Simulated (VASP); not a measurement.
**IrC: single point with PBE**

Crystal: IrC.

```
CELL_PARAMETERS angstrom
2.71835 0.00000 0.00000
0.00000 2.71835 0.00000
0.00000 0.00000 2.71835
ATOMIC_POSITIONS crystal
Ir 0.50000 0.50000 0.50000
C 0.00000 0.00000 0.00000
```

```yaml
Program: VASP 6.6.1
Task: single point
Functional: PBE
Potentials_or_basis: VASP PAW PBE potentials, release 64 (Ir_sv_GW, C)
Cutoff: 600 eV
k_mesh: 6 × 6 × 6
Occupations: gaussian, width 0.1 eV
Spin: collinear spin, ferromagnetic start
Starting_moments: "[1.0, 0.0] μB"
Dipole_correction: no
Second_run: valence_matched
Further_INCAR_settings: ALGO = Normal; EDIFF = 1e-06; NBANDS = 22
```

The pressure is -0.9 GPa and the net moment is 0.00 μB per cell. The valence electrons inside the program's atomic spheres are Ir 16.07; C 2.19.

Levels at points of the mesh, in eV from the Fermi level:
Spin up:
```tsv
k point	band 6	band 7	band 8	band 9	band 10	band 11	band 12	band 13	band 14	band 15
(0.00, 0.00, 0.00)	-6.85	-6.85	-1.09	-1.09	-1.09	-0.55	-0.55	-0.55	5.18	16.39
(0.50, 0.00, 0.00)	-10.36	-6.08	-5.02	-5.02	-0.79	0.76	4.48	4.48	9.51	10.21
(0.50, 0.50, 0.00)	-6.07	-5.40	-5.40	-3.01	-3.01	0.47	0.78	0.86	6.08	12.93
(0.50, 0.50, 0.50)	-9.08	-9.08	-8.45	0.93	0.93	4.92	4.92	4.92	5.75	5.75
```
Spin down:
```tsv
k point	band 6	band 7	band 8	band 9	band 10	band 11	band 12	band 13	band 14	band 15
(0.00, 0.00, 0.00)	-6.85	-6.85	-1.09	-1.09	-1.09	-0.55	-0.55	-0.55	5.18	16.39
(0.50, 0.00, 0.00)	-10.36	-6.08	-5.02	-5.02	-0.79	0.76	4.48	4.48	9.51	10.21
(0.50, 0.50, 0.00)	-6.07	-5.40	-5.40	-3.01	-3.01	0.47	0.78	0.86	6.08	12.93
(0.50, 0.50, 0.50)	-9.08	-9.08	-8.45	0.93	0.93	4.92	4.92	4.92	5.75	5.75
```

Run time: 17 s on 1 thread of Intel(R) Xeon(R) 6975P-C (Granite Rapids), with other jobs on the host, peak memory 0.15 GiB.

Caveat: the k points lie up to 0.39 Å⁻¹ apart; spin-orbit coupling is left out, which moves the levels of the heavy elements.
